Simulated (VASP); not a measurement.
# Y (I4/mmm) in VASP: notebook

The runs below take Y through single point, with PBEsol.

Program: VASP 6.6.1. These are calculated values, not measurements. Logs are shortened: lines on timing, memory, paths and dates and some standing lists are left out, and cuts for length are marked.

## Step 1: The cell of the first run

It takes space group I4/mmm (No. 139, tetragonal). Conventional cell: a = 3.514 Å, b = 3.514 Å, c = 5.368 Å, α = 90.00°, β = 90.00°, γ = 90.00°. Within 4.6 Å of Y (site symmetry 4/mmm) lie 12 Y at 3.51 to 3.66 Å.

## Step 2: Single point, PBEsol (strain +0.000 along x and y, +0.080 along z)

Input file INCAR:

```
ALGO = Normal
EDIFF = 1E-7
ENCUT = 520
GGA = PS
ISIF = 2
ISMEAR = 0
LASPH = True
LCHARG = True
LELF = True
LREAL = False
LVHAR = True
LWAVE = False
NBANDS = 12
NELM = 100
PREC = Accurate
SIGMA = 0.15
```

Input file KPOINTS:

```
k-points
0
Gamma
  16 16 16
```

Input file POSCAR:

```
Y
1.0
    0.0000000000      2.4850000000      2.6838000000
    2.4850000000      0.0000000000      2.6838000000
    2.4850000000      2.4850000000      0.0000000000
Y
1
Direct
    0.0000000000      0.0000000000      0.0000000000
```

Potentials or basis: VASP PAW PBE potentials, release 64 (Y_sv).

On the command line:

```console
$ cat potpaw_PBE.64/Y_sv/POTCAR > POTCAR
$ mpirun -np 1 vasp_std > vasp.out
```

OUTCAR:

```text
EDIFF = 1E-7
   ENCUT = 520
   GGA = PS
   ISIF = 2
   ISMEAR = 0
   LASPH = True
   LREAL = False
   NELM = 100
   PREC = Accurate

 ion  position               nearest neighbor table
   1  0.000  0.000  0.000-

  LATTYP: Found a body centered tetragonal cell.
 ALAT       =     3.5143207025
 C/A-ratio  =     1.5273506474

  Lattice vectors:

 A1 = (  -2.4850000000,   0.0000000000,   2.6838000000)
 A2 = (   2.4850000000,   0.0000000000,   2.6838000000)
 A3 = (   0.0000000000,   2.4850000000,  -2.6838000000)

Analysis of symmetry for initial positions (statically):
=====================================================================
 Subroutine PRICEL returns:
 Original cell was already a primitive cell.

 Routine SETGRP: Setting up the symmetry group for a
 body centered tetragonal supercell.

 Subroutine GETGRP returns: Found 16 space group operations
 (whereof 16 operations were pure point group operations)
 out of a pool of 16 trial point group operations.

The static configuration has the point symmetry D_4h.

Analysis of symmetry for dynamics (positions and initial velocities):
=====================================================================
 Subroutine PRICEL returns:
 Original cell was already a primitive cell.

 Routine SETGRP: Setting up the symmetry group for a
 body centered tetragonal supercell.

 Subroutine GETGRP returns: Found 16 space group operations
 (whereof 16 operations were pure point group operations)
 out of a pool of 16 trial point group operations.

The dynamic configuration has the point symmetry D_4h.

 Subroutine INISYM returns: Found 16 space group operations
 (whereof 16 operations are pure point group operations),
 and found     1 'primitive' translations

----------------------------------------------------------------------------------------

                                     Primitive cell

  volume of cell :      33.1461

  direct lattice vectors                    reciprocal lattice vectors
     0.000000000  2.485000000  2.683800000    -0.201207243  0.201207243  0.186303003
     2.485000000  0.000000000  2.683800000     0.201207243 -0.201207243  0.186303003
     2.485000000  2.485000000  0.000000000     0.201207243  0.201207243 -0.186303003

  length of vectors
     3.657595855  3.657595855  3.514320702     0.340113979  0.340113979  0.340113979

  position of ions in fractional coordinates (direct lattice)
     0.000000000  0.000000000  0.000000000

  ion indices of the primitive-cell ions
   primitive index   ion index
                 1           1

----------------------------------------------------------------------------------------

 KPOINTS: k-points

Automatic generation of k-mesh.
 Grid dimensions read from file:
 generate k-points for:   16   16   16

 Generating k-lattice:

  Cartesian coordinates                     Fractional coordinates (reciprocal lattice)
    -0.012575453  0.012575453  0.011643938     0.062500000  0.000000000  0.000000000
     0.012575453 -0.012575453  0.011643938     0.000000000  0.062500000  0.000000000
     0.012575453  0.012575453 -0.011643938     0.000000000  0.000000000  0.062500000

  Length of vectors
     0.021257124  0.021257124  0.021257124

  Shift w.r.t. Gamma in fractional coordinates (k-lattice)
     0.000000000  0.000000000  0.000000000

 Subroutine IBZKPT returns following result:
 ===========================================

 Found    349 irreducible k-points:

 Following reciprocal coordinates:
            Coordinates               Weight
  0.000000  0.000000  0.000000      1.000000
  0.062500  0.000000  0.000000      8.000000
  0.125000  0.000000  0.000000      8.000000
  0.187500  0.000000  0.000000      8.000000
  0.250000  0.000000  0.000000      8.000000
  0.312500 -0.000000  0.000000      8.000000
[... 16 lines left out ...]
 -0.125000  0.062500  0.000000      8.000000
 -0.062500  0.062500  0.000000      4.000000
 [... further k-points ...]
   k-points           NKPTS =    349   k-points in BZ     NKDIM =    349   number of bands    NBANDS=     12
   number of dos      NEDOS =    301   number of ions     NIONS =      1
   total plane-waves  NPLWV =  21952
   dimension x,y,z NGX =    28 NGY =   28 NGZ =   28
   dimension x,y,z NGXF=    56 NGYF=   56 NGZF=   56
   ions per type =               1
   NGX,Y,Z   is equivalent  to a cutoff of  12.73, 12.73, 13.25 a.u.
   NGXF,Y,Z  is equivalent  to a cutoff of  25.45, 25.45, 26.49 a.u.
 SYSTEM =  unknown system
   PREC   = accura    normal or accurate (medium, high low for compatibility)
   ISTART =      0    job   : 0-new  1-cont  2-samecut
   ICHARG =      2    charge: 1-file 2-atom 10-const
   ISPIN  =      1    spin polarized calculation?
   LNONCOLLINEAR =      F non collinear calculations
   LSORBIT =      F    spin-orbit coupling
   LASPH  =      T    aspherical Exc in radial PAW
   ENCUT  =  520.0 eV  38.22 Ry    6.18 a.u.   6.80  6.80  6.53*2*pi/ulx,y,z
   NELM   =    100;   NELMIN=  2; NELMDL= -5     # of ELM steps
   EDIFF  = 0.1E-06   stopping-criterion for ELM
   LREAL  =      F    real-space projection
   EDIFFG = 0.1E-05   stopping-criterion for IOM
   NSW    =      0    number of steps for IOM
   IBRION =     -1    ionic relax: 0-MD 1-quasi-New 2-CG
   NFREE  =      0    steps in history (QN), initial steepest desc. (CG)
   ISIF   =      2    stress and relaxation
   ISYM   =      2    0-nonsym 1-usesym 2-fastsym
   POTIM  = 0.5000    time-step for ionic-motion
   TEBEG  =    0.0;   TEEND  =   0.0 temperature during run
   PSTRESS=    0.0 pullay stress
   NELECT =      11.0000    total number of electrons
   NUPDOWN=      -1.0000    fix difference up-down
   EMIN   =  10.00;   EMAX   =-10.00  energy-range for DOS
   EFERMI =   0.00;   METHOD = LEGACY
   ISMEAR =     0;   SIGMA  =   0.15  broadening in eV -4-tet -1-fermi 0-gaus
   EFERMI_NEDOS =   21; number of points for ismear=-14 and -15
   IALGO  =     38    algorithm
   IMIX   =      4    mixing-type and parameters
     AMIX     =   0.40;   BMIX     =  1.00
     AMIX_MAG =   1.60;   BMIX_MAG =  1.00
  volume/ion in A,a.u.               =      33.15       223.68
  Fermi-wavevector in a.u.,A,eV,Ry     =   1.133430  2.141872 17.478913  1.284664
  Thomas-Fermi vector in A             =   2.270133
   LORBIT       =      0    0 simple, 1 ext, 2 COOP (PROOUT), +10 PAW based schemes
   GGA     = PS    functional components
   LHFCALC =     F    Hartree Fock is set to
   AEXX    =    0.0000 exact exchange contribution
   IVDW    =     0    specifies the selected vdW correction
   LEPSILON=     F    determine dielectric tensor
   LRPA    =     F    only Hartree local field effects (RPA)
 non-spin polarized calculation
 Gauss-broadening in eV      SIGMA  =   0.15
  energy-cutoff  :      520.00
  volume of cell :       33.15
 maximum number of plane-waves:       910
   NGX = 13   NGY = 13   NGZ = 13

 number of electron      11.0000000 magnetization

 Free energy of the ion-electron system (eV)
  ---------------------------------------------------
  ext. energy  EPLUGINS =         0.00000000
  ---------------------------------------------------
  free energy    TOTEN  =        -6.77592272 eV

  energy without entropy =       -6.75685373  energy(sigma->0) =       -6.76638822

 E-fermi :   2.8981     XC(G=0):  -9.4956

 val. band max:        2.8980592971   @ k =  -0.4375   0.1875   0.3750
 cond. band min:       2.8981739028   @ k =   0.5000   0.1875   0.0000
 fundamental gap:      0.0001146057
 Fermi energy:         2.8981307535

 k-point     1 :       0.0000    0.0000    0.0000
  band No.  band energies     occupation
      1     -39.7516      2.00000
      2     -19.4815      2.00000
      3     -19.4755      2.00000
      4     -19.4755      2.00000
      5      -1.8456      2.00000
      6       4.2450      0.00000
      7       4.8897      0.00000
      8       4.8897      0.00000
      9       6.1045      0.00000
     10       7.0419      0.00000
     11      11.8922      0.00000
     12      14.1568      0.00000

 k-point     2 :       0.0625    0.0000    0.0000
  band No.  band energies     occupation
      1     -39.7492      2.00000
      2     -19.4993      2.00000
      3     -19.4834      2.00000
      4     -19.4772      2.00000
      5      -1.7492      2.00000
      6       4.2493      0.00000
      7       4.8157      0.00000
      8       4.9368      0.00000
      9       6.0732      0.00000
     10       6.9739      0.00000
     11      12.1137      0.00000
     12      14.1715      0.00000

 k-point     3 :       0.1250    0.0000    0.0000
  band No.  band energies     occupation
      1     -39.7426      2.00000
      2     -19.5608      2.00000
      3     -19.4943      2.00000
      4     -19.4818      2.00000
      5      -1.4690      2.00000
      6       4.1699      0.00000
      7       4.7021      0.00000
      8       5.0608      0.00000
      9       6.0338      0.00000
     10       6.8130      0.00000
     11      12.6626      0.00000
     12      13.7412      0.00000
[... 286 lines left out ...]
 k-point    23 :      -0.1250    0.0625    0.0000
  band No.  band energies     occupation
      1     -39.7368      2.00000
      2     -19.6116      2.00000
      3     -19.5097      2.00000
      4     -19.4794      2.00000
      5      -1.2355      2.00000
      6       4.1391      0.00000
      7       4.5453      0.00000
      8       5.1588      0.00000
      9       6.2778      0.00000
     10       6.4952      0.00000
     11      12.9997      0.00000
     12      13.5220      0.00000

 k-point    24 :      -0.0625    0.0625    0.0000
  band No.  band energies     occupation
      1     -39.7449      2.00000
      2     -19.5374      2.00000
      3     -19.4943      2.00000
      4     -19.4765      2.00000
      5      -1.5791      2.00000
      6       4.3945      0.00000
      7       4.5300      0.00000
      8       5.0088      0.00000
      9       6.1709      0.00000
     10       6.7540      0.00000
     11      12.4835      0.00000
     12      14.2740      0.00000

 [... further k-points ...]

------------------------ aborting loop because EDIFF is reached ----------------------------------------

  FORCE on cell =-STRESS in cart. coord.  units (eV):
  Direction    XX          YY          ZZ          XY          YZ          ZX
  --------------------------------------------------------------------------------------
  -------------------------------------------------------------------------------------
  Total       -0.4092710     -0.4092710     -0.9064140      0.0000000      0.0000000     -0.0000000
  in kB      -19.7828372    -19.7828372    -43.8131259      0.0000000      0.0000000     -0.0000000
  external PRESSURE =     -27.7929335 kB  Pullay stress =       0.0000000 kB

 VOLUME and BASIS-vectors are now :
 -----------------------------------------------------------------------------
  energy-cutoff  :      520.00
  volume of cell :       33.15
      direct lattice vectors                 reciprocal lattice vectors
     0.000000000  2.485000000  2.683800000    -0.201207243  0.201207243  0.186303003
     2.485000000  0.000000000  2.683800000     0.201207243 -0.201207243  0.186303003
     2.485000000  2.485000000  0.000000000     0.201207243  0.201207243 -0.186303003

 POSITION                                       TOTAL-FORCE (eV/Angst)
 -----------------------------------------------------------------------------------
      0.00000      0.00000      0.00000         0.000000     -0.000000      0.000000
 -----------------------------------------------------------------------------------
    total drift:                               -0.000000     -0.000000      0.000000

  FREE ENERGIE OF THE ION-ELECTRON SYSTEM (eV)
  ---------------------------------------------------
  free  energy   TOTEN  =        -6.7759227182 eV

  energy  without entropy=       -6.7568537313  energy(sigma->0) =       -6.76638822
```

Wall time 3.8 min (1 thread of AMD EPYC 7R43 (Zen 3), shared host); peak memory 0.25 GiB.

Results:

```yaml
Free_energy: -6.7759 eV
Pressure: -2.8 GPa
Band_gap_on_the_k_mesh: zero (an odd number of electrons rules out a gap without spin polarisation)
```

Stress tensor (GPa, compression positive):
```
-1.98  0.00  0.00
 0.00 -1.98  0.00
 0.00  0.00 -4.38
```

Levels at points of the mesh, in eV from the Fermi level:
```
           k point  band 1  band 2  band 3  band 4  band 5  band 6  band 7  band 8  band 9  band 10
(0.00, 0.00, 0.00)  -42.65  -22.38  -22.37  -22.37   -4.74    1.35    1.99    1.99    3.21     4.14
(0.50, 0.00, 0.00)  -42.59  -22.92  -22.47  -22.42   -1.97    0.59    1.26    1.94    4.97     5.28
(0.50, 0.50, 0.00)  -42.58  -22.86  -22.52  -22.52   -1.80   -0.75    1.42    5.21    5.52     5.52
(0.50, 0.00, 0.50)  -42.56  -22.89  -22.64  -22.54   -1.68   -0.87    2.32    5.02    5.18     5.88
```

Caveat: the cell differs from its parent crystal (strain +0.000 along x and y, +0.080 along z); the PAW data sets were made with another functional, which shifts forces and pressure a little.

[end of part 1 of 2]
